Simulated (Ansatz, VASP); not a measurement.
## Ru2W in VASP and in Ansatz

```
Ru W
1.0
     4.31899    0.00000    0.00000
    -2.15949    3.74035    0.00000
     0.00000    0.00000    2.74124
Ru W
2 1
Direct
  0.33333 0.66667 0.50000
  0.66667 0.33333 0.50000
  0.00000 0.00000 0.00000
```

Alike in both runs: functional PBE; k mesh 12 × 12 × 16; occupations gaussian, width 0.1 eV; no spin polarisation.

Ansatz relaxed the structure, and its values are those at the end. VASP's run is a single point on that final structure, the one shown.

|  | VASP | Ansatz |
| --- | --- | --- |
| version | VASP 6.6.1 | Ansatz 0.2.0 |
| potentials or method | VASP PAW PBE potentials, release 64 (Ru_pv, W_sv), cutoff 520 eV | scalar-relativistic, plane waves, PAW |
| valence electrons in the cell | 42 | 46 |

Ansatz gave:

```
gap on the k mesh at the Fermi level (eV) : none
pressure (GPa)                            : 0.0
```

**Question.** Estimate VASP's values.

**Answer.** gap on the k mesh at the Fermi level (eV): none; pressure (GPa): 0.2.

A gap of «none» marks a metal or a gap that the smearing closes. VASP's potentials hold 42 valence electrons a cell and Ansatz's 46, so a difference there can come from the potentials and not from the codes.

Neither program's run includes spin-orbit coupling.
